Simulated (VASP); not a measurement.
Input of a VASP 6.6.1 run:

The input INCAR:

```
PREC     = Accurate       # precision mode
ENCUT    = 520            # plane-wave cutoff, eV
EDIFF    = 1E-7           # SCF threshold, eV
ISMEAR   = 0              # smearing method
SIGMA    = 0.1            # smearing width, eV
LREAL    = False          # projectors in reciprocal space
LASPH    = True           # aspherical terms in the spheres
NELM     = 100            # most SCF steps
ALGO     = Normal         # electronic algorithm
ISIF     = 2              # what is computed and relaxed
LWAVE    = False          # write WAVECAR
LCHARG   = False          # write CHGCAR
LDIPOL   = True         
IDIPOL   = 3            
DIPOL    = 0.5 0.5 0.500
GGA      = PS             # functional
NBANDS   = 36             # bands
```

The input KPOINTS:

```
regular mesh
0
Gamma
  14 14 1
```

The input POSCAR:

```
Au
1.0
    2.8200300622      0.0000000000      0.0000000000
   -1.4100150311      2.5170030989      0.0000000000
    0.0000000000      0.0000000000     24.6013551323
Au
5
Direct
    0.6638639510      0.3277279020      0.3048612550
    0.3361360490      0.6722720980      0.4024306275
    0.6638639510      0.3277279020      0.5000000000
    0.3361360490      0.6722720980      0.5975693725
    0.6638639510      0.3277279020      0.6951387450
```

Potentials or basis: VASP PAW PBE potentials, release 64 (Au).

The run is started by

```console
$ cat potpaw_PBE.64/Au/POTCAR > POTCAR
$ mpirun -np 1 vasp_std > vasp.out
```

Question: Predict the largest force.

Answer: 0.107 eV/Å.

Question: What does it give for the band gap on the k mesh?

Answer: Zero (an odd number of electrons rules out a gap without spin polarisation).

Forces in eV/Å, atoms in the order of the input:
```
Au   0.000  0.000 -0.071
Au   0.000 -0.003  0.107
Au   0.000  0.007  0.000
Au   0.000 -0.003 -0.107
Au   0.000  0.000  0.071
```

Caveat: the PAW data sets were made with another functional, which shifts forces and pressure a little; spin-orbit coupling is left out, which moves the levels of the heavy elements.
